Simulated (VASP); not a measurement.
# Mg: relaxation of cell and atoms with PBE

Crystal: Mg.

```xyz
3
Lattice="5.6574 0.0000 0.0000 -2.8287 4.8995 0.0000 0.0000 0.0000 3.0821" Properties=species:S:1:pos:R:3 pbc="T T T"
Mg   -1.4144    2.4497    1.0274
Mg    1.4144    2.4497    2.0547
Mg    2.8287    0.0000    0.0000
```

| Quantity | Value |
| --- | --- |
| Program | VASP 6.6.1 |
| Task | relaxation of cell and atoms |
| Functional | PBE |
| Potentials or basis | VASP PAW PBE potentials, release 64 (Mg) |
| Cutoff | 600 eV |
| k mesh | 12 × 12 × 16 |
| Occupations | gaussian, width 0.1 eV |
| Spin | no spin polarisation |
| Dipole correction | no |
| Further INCAR settings | ALGO = Normal; EDIFF = 1e-07; IBRION = 2; EDIFFG = -0.01; NSW = 100; ISIF = 3 |

- Relaxed volume: 28.42 Å³/atom
- Relaxed cell: a = 5.676 Å, b = 5.676 Å, c = 3.056 Å, α = 90.00°, β = 90.00°, γ = 120.00°
- Space group after relaxing (to 0.05 Å): P6_422 (No. 181)
- Energy gained by relaxing: 0.5 meV/atom
- Ionic steps: 5
- Pressure after relaxing: 0.0 GPa
- Band gap on the k mesh: zero (band 3 reaches 3.64 eV, above the bottom of band 4 at 0.44 eV)

The path:
```tsv
step	energy change (eV)	largest force (eV/Å)	pressure (GPa)	volume (Å³)
1	0.0000	0.0000	-0.07	85.43
2	-0.0009	0.0000	-0.01	85.27
3	-0.0013	0.0000	0.07	85.09
4	-0.0013	0.0000	0.07	85.08
5	-0.0014	0.0000	0.02	85.26
```

Final structure:
```
Mg
1.0
     5.67607    0.00000    0.00000
    -2.83803    4.91562    0.00000
     0.00000    0.00000    3.05592
Mg
3
Direct
  0.00000 0.50000 0.33333
  0.50000 0.50000 0.66667
  0.50000 0.00000 0.00000
```

Levels at points of the mesh, in eV from the Fermi level:
| k point | band 1 | band 2 | band 3 | band 4 | band 5 | band 6 | band 7 |
| --- | --- | --- | --- | --- | --- | --- | --- |
| (0.00, 0.00, 0.00) | -6.23 | -1.46 | -0.23 | -0.23 | 0.41 | 0.41 | 2.41 |
| (0.50, 0.00, 0.00) | -5.15 | -4.31 | -1.42 | -1.01 | 3.92 | 3.98 | 5.01 |
| (0.00, 0.00, 0.50) | -2.28 | -2.28 | 2.19 | 2.19 | 2.53 | 3.75 | 3.75 |
| (0.50, 0.00, 0.50) | -1.39 | -1.11 | -0.71 | -0.13 | 2.11 | 2.60 | 2.90 |

Wall time 2.2 min on 1 thread of Intel(R) Xeon(R) 6975P-C (Granite Rapids) (shared host), peak memory 0.34 GiB.
